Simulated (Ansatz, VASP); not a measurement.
**Cu: VASP beside Ansatz**

```
Cu
1.0
    -1.49780    1.49780    1.35895
     1.49780   -1.49780    1.35895
     1.49780    1.49780   -1.35895
Cu
1
Direct
  0.00000 0.00000 0.00000
```

Alike in both runs: task single point; functional PBE; k mesh 22 × 22 × 22; occupations gaussian, width 0.15 eV; no spin polarisation.

```csv
,VASP,Ansatz
version,VASP 6.6.1,Ansatz 0.2.0
potentials or method,"VASP PAW PBE potentials, release 64 (Cu), cutoff 520 eV","scalar-relativistic, plane waves, PAW"
valence electrons in the cell,11,19
```

|  | VASP | Ansatz | Ansatz less VASP |
| --- | --- | --- | --- |
| gap on the k mesh at the Fermi level (eV) | none | none | - |
| pressure (GPa) | -1.3 | -2.0 | -0.71 |
| traceless stress, the component that is largest in VASP (GPa) | 0.49 | 0.46 | -0.029 |

A gap of «none» marks a metal or a gap that the smearing closes. The functional is the same, so the differences come from potentials, cutoffs and numerics. VASP's potentials hold 11 valence electrons a cell and Ansatz's 19, so a difference there can come from the potentials and not from the codes.
